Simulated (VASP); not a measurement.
Set up this calculation in VASP 6.6.1, as the native input.

```yaml
Task: single point
Functional: LDA
Potentials_or_basis: VASP PAW LDA potentials, release 64 (Sb, Pt)
Cutoff: 520 eV
k_mesh: 6 × 6 × 4
Occupations: gaussian, width 0.1 eV
Spin: no spin polarisation
Dipole_correction: no
Further_INCAR_settings: ALGO = Normal; EDIFF = 1e-06; NBANDS = 23
```

The structure of SbPt lies in POSCAR:

```
SbPt
1.0
    4.1299978706      0.0000000000      0.0000000000
   -2.0649989353      3.5766830735      0.0000000000
    0.0000000000      0.0000000000      5.4720000000
Sb Pt
2 2
Direct
    0.3333333333      0.6666666667      0.2500000000
    0.6666666667      0.3333333333      0.7500000000
    0.0000000000      0.0000000000      0.0000000000
    0.0000000000      0.0000000000      0.5000000000
```

These files were run (other wordings do the same):

INCAR

```
PREC = Accurate
ENCUT = 520
EDIFF = 1E-6
ISMEAR = 0
SIGMA = 0.1
LREAL = False
LASPH = True
NELM = 100
ALGO = Normal
ISIF = 2
LWAVE = False
LCHARG = False
GGA = CA
NBANDS = 23
```

KPOINTS

```
regular mesh
0
Gamma
  6 6 4
```

Potentials or basis: VASP PAW LDA potentials, release 64 (Sb, Pt).

The run is started by

```bash
$ cat potpaw_LDA.64/Sb/POTCAR potpaw_LDA.64/Pt/POTCAR > POTCAR
$ mpirun -np 1 vasp_std > vasp.out
```

It gave:

```yaml
Pressure: 0.0 GPa
Band_gap_on_the_k_mesh: zero (band 15 reaches 12.45 eV, above the bottom of band 16 at 8.33 eV)
```

Caveat: spin-orbit coupling is left out, which moves the levels of the heavy elements.

It took 21 s on 1 thread of Intel(R) Xeon(R) Platinum 8488C (Sapphire Rapids) (shared host), peak memory 0.18 GiB.
